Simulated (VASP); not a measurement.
## ZrC: single point with PBE

The system is ZrC.

```
Zr C
1.0
     3.26317    0.00000    0.00000
    -1.63159    2.82599    0.00000
     0.00000    0.00000    2.94610
Zr C
1 1
Direct
  0.00000 0.00000 0.00000
  0.66667 0.33333 0.50000
```

```
Program                : VASP 6.6.1
Task                   : single point
Functional             : PBE
Potentials or basis    : VASP PAW PBE potentials, release 64 (Zr_sv, C)
Cutoff                 : 520 eV
k mesh                 : 8 × 8 × 6
Occupations            : gaussian, width 0.05 eV
Spin                   : no spin polarisation
Dipole correction      : no
Further INCAR settings : ALGO = Normal; EDIFF = 1e-07; NBANDS = 15
```

```yaml
Pressure: 0.2 GPa
Band_gap_on_the_k_mesh: zero (band 8 reaches 9.09 eV, above the bottom of band 9 at 9.04 eV)
```

Levels at points of the mesh, in eV from the Fermi level:
```csv
k point,band 4,band 5,band 6,band 7,band 8,band 9,band 10,band 11,band 12,band 13
"(0.00, 0.00, 0.00)",-25.65,-11.00,-1.58,-1.58,-1.26,1.65,5.21,5.21,5.21,6.18
"(0.50, 0.00, 0.00)",-25.55,-8.99,-4.10,-0.87,-0.62,0.36,4.61,5.16,5.36,7.33
"(0.00, 0.00, 0.50)",-25.92,-8.16,-5.01,-0.55,-0.55,1.69,1.69,4.80,4.80,5.54
"(0.50, 0.00, 0.50)",-26.07,-9.04,-3.59,-2.28,-2.09,2.00,5.41,6.50,6.85,8.67
```

Wall time 5.8 s on 1 thread of Intel(R) Xeon(R) 6975P-C (Granite Rapids), with other jobs on the host, peak memory 0.14 GiB.
